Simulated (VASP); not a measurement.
# NiO (Fm-3m) in VASP: settings compared, part 2 of 2

VASP 6.6.1. The steps go on from the part before.

### 3 Single point, LDA+U, collinear spin, ferromagnetic start (9.07 Å³/atom)

This run uses another cell than the first one, of 9.07 Å³/atom.

The input, INCAR:

```
PREC = Accurate
ENCUT = 600
EDIFF = 1E-6
ISMEAR = 0
SIGMA = 0.05
LREAL = F
LASPH = T
NELM = 200
ALGO = Normal
ISIF = 2
LWAVE = F
LCHARG = F
ISPIN = 2
MAGMOM = 1.85 0.27
LORBIT = 11
LMAXMIX = 4
LDAU = T
LDAUTYPE = 2
LDAUL = 2 -1
LDAUU = 6.2 0
LDAUJ = 0 0
LDAUPRINT = 1
GGA = CA
NBANDS = 19
GGA_COMPAT = F
```

The input, KPOINTS:

```
Automatic mesh
0
Gamma
  10 10 10
```

The input, POSCAR:

```
NiO
1.0
    0.0000000000      2.0851253996      2.0851253996
    2.0851253996      0.0000000000      2.0851253996
    2.0851253996      2.0851253996      0.0000000000
Ni O
1 1
Direct
    0.0000000000      0.0000000000      0.0000000000
    0.5000000000      0.5000000000      0.5000000000
```

Potentials or basis: VASP PAW LDA potentials, release 64 (Ni, O).

The run is started by

```bash
$ cat potpaw_LDA.64/Ni/POTCAR potpaw_LDA.64/O/POTCAR > POTCAR
$ mpirun -np 1 vasp_std > vasp.out
```

OUTCAR:

```text
PREC = Accurate
   ENCUT = 600
   EDIFF = 1E-6
   ISMEAR = 0
   LREAL = F
   LASPH = T
   NELM = 200
   ISIF = 2
   ISPIN = 2
   LORBIT = 11
   GGA = CA

 ion  position               nearest neighbor table
   1  0.000  0.000  0.000-   2 2.09   2 2.09   2 2.09   2 2.09   2 2.09   2 2.09
   2  0.500  0.500  0.500-   1 2.09   1 2.09   1 2.09   1 2.09   1 2.09   1 2.09

  LATTYP: Found a face centered cubic cell.
 ALAT       =     4.1702507992

  Lattice vectors:

 A1 = (   0.0000000000,   2.0851253996,   2.0851253996)
 A2 = (   2.0851253996,   0.0000000000,   2.0851253996)
 A3 = (   2.0851253996,   2.0851253996,   0.0000000000)

Analysis of symmetry for initial positions (statically):
=====================================================================
 Subroutine PRICEL returns:
 Original cell was already a primitive cell.

 Routine SETGRP: Setting up the symmetry group for a
 face centered cubic supercell.

 Subroutine GETGRP returns: Found 48 space group operations
 (whereof 48 operations were pure point group operations)
 out of a pool of 48 trial point group operations.

The static configuration has the point symmetry O_h .

Analysis of symmetry for dynamics (positions and initial velocities):
=====================================================================
 Subroutine PRICEL returns:
 Original cell was already a primitive cell.

 Routine SETGRP: Setting up the symmetry group for a
 face centered cubic supercell.

 Subroutine GETGRP returns: Found 48 space group operations
 (whereof 48 operations were pure point group operations)
 out of a pool of 48 trial point group operations.

The dynamic configuration has the point symmetry O_h .

Analysis of structural, dynamic, and magnetic symmetry:
=====================================================================
[... 182 lines left out ...]
  o =  1.0391  v =  0.0000  0.0000  0.1018 -0.0000  0.9948  0.0000  0.0000  0.0000  0.0000  0.0000      0.0000  0.0000  0.0000  0.0000  0.0000  0.0000  0.0000  0.0000  0.0000  0.0000
  o =  1.0391  v =  0.0000 -0.0000 -0.9948 -0.0000  0.1018  0.0000  0.0000  0.0000  0.0000  0.0000      0.0000  0.0000  0.0000  0.0000  0.0000  0.0000  0.0000  0.0000  0.0000  0.0000

 number of electron      16.0000000 magnetization       1.9999996

 Free energy of the ion-electron system (eV)
  ---------------------------------------------------
  ext. energy  EPLUGINS =         0.00000000
  ---------------------------------------------------
  free energy    TOTEN  =       -11.61784340 eV

  energy without entropy =      -11.61784340  energy(sigma->0) =      -11.61784340

 E-fermi :   6.8653     XC(G=0): -13.1782

 val. band max:        6.5741795166   @ k =   0.5000   0.0000   0.0000
 cond. band min:       8.3529748333   @ k =   0.0000   0.0000   0.0000
 fundamental gap:      1.7787953167
 Fermi energy:         6.8653391686

 spin component 1

 k-point     1 :       0.0000    0.0000    0.0000
  band No.  band energies     occupation
      1     -12.1995      1.00000
      2       0.6998      1.00000
      3       0.6998      1.00000
      4       1.5903      1.00000
      5       1.5903      1.00000
      6       1.5903      1.00000
[... 1049 lines left out ...]
     18      39.9622      0.00000
     19      40.0735      0.00000

 [... further k-points ...]

------------------------ aborting loop because EDIFF is reached ----------------------------------------

  FORCE on cell =-STRESS in cart. coord.  units (eV):
  Direction    XX          YY          ZZ          XY          YZ          ZX
  --------------------------------------------------------------------------------------
  -------------------------------------------------------------------------------------
  Total       -1.8138189     -1.8138189     -1.8138189      0.0000000      0.0000000     -0.0000000
  in kB     -160.2794948   -160.2794948   -160.2794948      0.0000000      0.0000000     -0.0000000
  external PRESSURE =    -160.2794948 kB  Pullay stress =       0.0000000 kB

 VOLUME and BASIS-vectors are now :
 -----------------------------------------------------------------------------
  energy-cutoff  :      600.00
  volume of cell :       18.13
      direct lattice vectors                 reciprocal lattice vectors
     0.000000000  2.085125400  2.085125400    -0.239793731  0.239793731  0.239793731
     2.085125400  0.000000000  2.085125400     0.239793731 -0.239793731  0.239793731
     2.085125400  2.085125400  0.000000000     0.239793731  0.239793731 -0.239793731

 POSITION                                       TOTAL-FORCE (eV/Angst)
 -----------------------------------------------------------------------------------
      0.00000      0.00000      0.00000         0.000000      0.000000      0.000000
      2.08513      2.08513      2.08513        -0.000000     -0.000000     -0.000000
 -----------------------------------------------------------------------------------
    total drift:                                0.000000     -0.000000     -0.000000

  FREE ENERGIE OF THE ION-ELECTRON SYSTEM (eV)
  ---------------------------------------------------
  free  energy   TOTEN  =       -11.6178434012 eV

  energy  without entropy=      -11.6178434012  energy(sigma->0) =      -11.61784340

 total charge

# of ion       s       p       d       tot
------------------------------------------
    1        0.350   0.434   8.267   9.051
    2        1.531   3.453   0.000   4.984
--------------------------------------------------
tot          1.881   3.887   8.267  14.035

 magnetization (x)

# of ion       s       p       d       tot
------------------------------------------
    1        0.010   0.014   1.756   1.780
    2        0.020   0.187   0.000   0.207
--------------------------------------------------
tot          0.030   0.201   1.756   1.987
```

OSZICAR:

```text
N       E                     dE             d eps       ncg     rms          rms(c)
DAV:   1     0.987272505663E+02    0.98727E+02   -0.80055E+03  3772   0.119E+03
DAV:   2    -0.430727831275E+01   -0.10303E+03   -0.89332E+02  3685   0.260E+02
DAV:   3    -0.113781452528E+02   -0.70709E+01   -0.68809E+01  4064   0.672E+01
DAV:   4    -0.114517417248E+02   -0.73596E-01   -0.73534E-01  3987   0.675E+00
DAV:   5    -0.114525534236E+02   -0.81170E-03   -0.81167E-03  3929   0.688E-01    0.160E+01
DAV:   6    -0.114036341070E+02    0.48919E-01   -0.12228E+01  3856   0.672E+01    0.195E+01
DAV:   7    -0.113466299827E+02    0.57004E-01   -0.11913E+00  3974   0.269E+01    0.943E+00
DAV:   8    -0.115264453846E+02   -0.17982E+00   -0.17292E-01  4275   0.420E+00    0.566E+00
DAV:   9    -0.116114950519E+02   -0.85050E-01   -0.49806E-02  4218   0.677E+00    0.511E-01
DAV:  10    -0.116173323452E+02   -0.58373E-02   -0.21254E-02  4430   0.184E+00    0.497E-01
DAV:  11    -0.116173548345E+02   -0.22489E-04   -0.25730E-03  4320   0.963E-01    0.155E-01
DAV:  12    -0.116177858340E+02   -0.43100E-03   -0.28393E-04  3750   0.563E-01    0.514E-02
DAV:  13    -0.116178406232E+02   -0.54789E-04   -0.86367E-05  4750   0.172E-01    0.144E-02
DAV:  14    -0.116178433987E+02   -0.27755E-05   -0.21709E-05  3977   0.372E-02    0.590E-03
DAV:  15    -0.116178434012E+02   -0.24952E-08   -0.32224E-07  2275   0.973E-03
   1 F= -.11617843E+02 E0= -.11617843E+02  d E =-.211659E-18  mag=     2.0000
```

stdout:

```text
POSCAR found type information on POSCAR NiO
 POSCAR found :  2 types and       2 ions
 scaLAPACK will be used
 LDA part: xc-table for (Slater(with rela. corr.)+CA(PZ))
 , standard interpolation
 POSCAR, INCAR and KPOINTS ok, starting setup
 FFT: planning ... GRIDC
 FFT: planning ... GRID_SOFT
 FFT: planning ... GRID
 WAVECAR not read
 entering main loop
```

Run time: 16 s. Hardware: 1 thread of Intel Xeon 8259CL, shared host; peak memory 0.16 GiB.

Results:

```yaml
Free_energy: -11.6178 eV
Pressure: -16.0 GPa
Band_gap_on_the_k_mesh: 1.78 eV (least direct gap 2.50 eV)
Net_moment: 2.00 μB per cell
Site_moments: Ni +1.78; O +0.21 μB
Valence_electrons_inside_the_program's_atomic_spheres: Ni 9.05; O 4.98
```

Levels at points of the mesh, in eV from the valence-band top:
Spin up:
| k point | band 5 | band 6 | band 7 | band 8 | band 9 | band 10 | band 11 | band 12 | band 13 | band 14 |
| --- | --- | --- | --- | --- | --- | --- | --- | --- | --- | --- |
| (0.00, 0.00, 0.00) | -4.98 | -4.98 | -1.57 | -1.57 | -1.57 | 2.73 | 17.72 | 17.72 | 17.72 | 18.79 |
| (0.50, 0.00, 0.00) | -4.42 | -4.42 | -3.09 | 0.00 | 0.00 | 6.60 | 10.99 | 14.81 | 14.81 | 20.74 |
| (0.50, 0.50, 0.00) | -4.76 | -4.11 | -4.11 | -2.96 | -2.96 | 6.95 | 11.35 | 11.73 | 17.54 | 17.54 |
Spin down:
```tsv
k point	band 3	band 4	band 5	band 6	band 7	band 8	band 9	band 10	band 11	band 12
(0.00, 0.00, 0.00)	-3.84	-3.84	-1.17	-1.17	-1.17	1.78	1.78	3.09	18.09	18.10
(0.50, 0.00, 0.00)	-4.02	-4.02	-2.08	-2.08	-2.05	4.30	4.30	6.82	11.46	15.18
(0.50, 0.50, 0.00)	-4.64	-2.87	-2.87	-2.58	-2.58	2.22	2.74	7.49	11.77	12.05
```

Eigenvalues of the final occupation matrices:
| site | spin | trace | eigenvalues |
| --- | --- | --- | --- |
| site 1 d | 1 | 5.03 | 0.98 0.98 0.98 1.04 1.04 |
| site 1 d | 2 | 3.27 | 0.16 0.16 0.98 0.98 0.98 |

Caveat: the cell stands under tension; a cell with one magnetic atom can't hold antiferromagnetic order, which such compounds often take.

### 4 Single point, PBE+D3(BJ)+U, collinear spin, ferromagnetic start

The input, INCAR:

```
SYSTEM = NiO
PREC     = Accurate       ! precision mode
ENCUT    = 600            ! plane-wave cutoff, eV
EDIFF    = 1E-6           ! SCF threshold, eV
ISMEAR   = 0              ! smearing method
SIGMA    = 0.05           ! smearing width, eV
LREAL    = .FALSE.        ! projectors in reciprocal space
LASPH    = .TRUE.         ! aspherical terms in the spheres
NELM     = 200            ! most SCF steps
ALGO     = Normal         ! electronic algorithm
ISIF     = 2              ! what is computed and relaxed
LWAVE    = .FALSE.        ! write WAVECAR
LCHARG   = .TRUE.         ! write CHGCAR
ISPIN    = 2              ! spin polarisation
MAGMOM   = 1.89 0         ! initial moments
LORBIT   = 11             ! projections on sites
LMAXMIX  = 4              ! l up to which the mixer works
LDAU     = .TRUE.         ! DFT+U
LDAUTYPE = 2            
LDAUL    = 2 -1           ! shell
LDAUU    = 6.2 0          ! U, eV
LDAUJ    = 0 0          
LDAUPRINT= 1            
GGA      = PE             ! functional
IVDW     = 12             ! dispersion correction
LELF     = .TRUE.         ! ELF
LVHAR    = .TRUE.       
NBANDS   = 19             ! bands
GGA_COMPAT= .FALSE.
```

The input, KPOINTS:

```
regular mesh
0
G
  10 10 10
  0 0 0
```

The input, POSCAR:

```
NiO
1.0
    0.0000000000      2.0913095126      2.0913095126
    2.0913095126      0.0000000000      2.0913095126
    2.0913095126      2.0913095126      0.0000000000
Ni O
1 1
Direct
    0.0000000000      0.0000000000      0.0000000000
    0.5000000000      0.5000000000      0.5000000000
```

Potentials or basis: VASP PAW PBE potentials, release 64 (Ni, O).

The run is started by

```bash
$ cat potpaw_PBE.64/Ni/POTCAR potpaw_PBE.64/O/POTCAR > POTCAR
$ mpirun -np 1 vasp_std > vasp.out
```

Wall time 21 s (1 thread of Intel Xeon 8259CL, shared host); peak memory 0.18 GiB.

The run converged. Its results:

```yaml
Free_energy: -10.6963 eV
Pressure: -1.8 GPa
Band_gap_on_the_k_mesh: 2.53 eV (least direct gap 3.17 eV)
Net_moment: 2.00 μB per cell
Site_moments: Ni +1.82; O +0.17 μB
Valence_electrons_inside_the_program's_atomic_spheres: Ni 8.99; O 5.03
Dispersion_energy_per_atom: -0.265 eV
```

Levels at points of the mesh, in eV from the valence-band top:
Spin up:
| k point | band 7 | band 8 | band 9 | band 10 | band 11 | band 12 |
| --- | --- | --- | --- | --- | --- | --- |
| (0.00, 0.00, 0.00) | -1.40 | -1.40 | -1.40 | 2.72 | 17.88 | 17.88 |
| (0.50, 0.00, 0.00) | -3.10 | 0.00 | 0.00 | 6.75 | 11.12 | 14.99 |
| (0.50, 0.50, 0.00) | -4.18 | -2.77 | -2.77 | 7.04 | 11.50 | 11.92 |
Spin down:
| k point | band 4 | band 5 | band 6 | band 7 | band 8 | band 9 | band 10 | band 11 |
| --- | --- | --- | --- | --- | --- | --- | --- | --- |
| (0.00, 0.00, 0.00) | -4.02 | -1.06 | -1.06 | -1.06 | 2.53 | 2.53 | 3.07 | 18.15 |
| (0.50, 0.00, 0.00) | -4.04 | -2.21 | -1.98 | -1.98 | 4.87 | 4.87 | 6.92 | 11.57 |
| (0.50, 0.50, 0.00) | -3.11 | -3.11 | -2.45 | -2.45 | 2.98 | 3.43 | 7.68 | 11.79 |

Eigenvalues of the final occupation matrices:
```
    site  spin  trace               eigenvalues
site 1 d     1   5.03  0.98 0.98 0.98 1.04 1.04
site 1 d     2   3.22  0.14 0.14 0.98 0.98 0.98
```

Caveat: three body term missing; a cell with one magnetic atom can't hold antiferromagnetic order, which such compounds often take. The state reached can hang on the start; a lower one may exist.

### 5 The runs side by side

| level | potentials or basis | cell | gap on the mesh (eV) | pressure (GPa) | moment (μB) |
| --- | --- | --- | --- | --- | --- |
| LDA+U | VASP PAW LDA potentials, release 64 (Ni, O) | a = 2.958 Å, angles 60.0°, 2 atoms | 1.80 | -17.5 | 2.00 |
| LDA+U | VASP PAW LDA potentials, release 64 (Ni, O) | a = 2.949 Å, angles 60.0°, 2 atoms | 1.78 | -16.0 | 2.00 |
| PBE+D3(BJ)+U | VASP PAW PBE potentials, release 64 (Ni, O) | a = 2.958 Å, angles 60.0°, 2 atoms | 2.53 | -1.8 | 2.00 |

Alike in all rows: task single point; spin collinear, ferromagnetic start; Ni d U = 6.2 eV; k mesh 10 × 10 × 10; cutoff (eV) 600; smearing gaussian 0.05 eV.

Caveats: a cell with one magnetic atom can't hold antiferromagnetic order, which such compounds often take; the cell stands under tension (at least some runs); three body term missing (at least some runs).

Absolute energies hang on the potentials; compare differences alone.
